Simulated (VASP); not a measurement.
In:

```xyz
1
Lattice="-1.6255 1.6255 2.4737 1.6255 -1.6255 2.4737 1.6255 1.6255 -2.4737" Properties=species:S:1:pos:R:3 pbc="T T T"
In    0.0000    0.0000    0.0000
```

* Program: VASP 6.6.1
* Task: relaxation of cell and atoms
* Functional: PBEsol
* Potentials or basis: VASP PAW PBE potentials, release 64 (In_d)
* Cutoff: 600 eV
* k mesh: 16 × 16 × 16
* Occupations: fermi-dirac, width 0.05 eV
* Spin: no spin polarisation

At the start: pressure -1.0 GPa; volume 26.14 Å³/atom.

**Question.** Where does the relaxation end?

**Answer.** Over 11 steps the energy falls by 2.9 meV/atom and the volume is 25.56 Å³/atom (-2.2 %); space group I4/mmm (No. 139, to 0.05 Å).

Step by step:
```tsv
step	energy change (eV)	largest force (eV/Å)	pressure (GPa)	volume (Å³)
1	0.0000	0.0000	-0.99	26.14
2	-0.0019	0.0000	0.03	25.54
3	-0.0019	0.0000	0.01	25.54
4	-0.0020	0.0000	0.01	25.54
5	-0.0021	0.0000	0.01	25.54
6	-0.0024	0.0000	0.02	25.54
7	-0.0029	0.0000	0.04	25.54
8	-0.0029	0.0000	0.04	25.54
9	-0.0029	0.0000	0.04	25.54
10	-0.0029	0.0000	-0.12	25.63
11	-0.0029	0.0000	0.00	25.56
```

Final structure:
```
CELL_PARAMETERS angstrom
-1.59554 1.59554 2.51000
1.59554 -1.59554 2.51000
1.59554 1.59554 -2.51000
ATOMIC_POSITIONS crystal
In 0.00000 0.00000 0.00000
```

Caveat: the PAW data sets were made with another functional, which shifts forces and pressure a little.
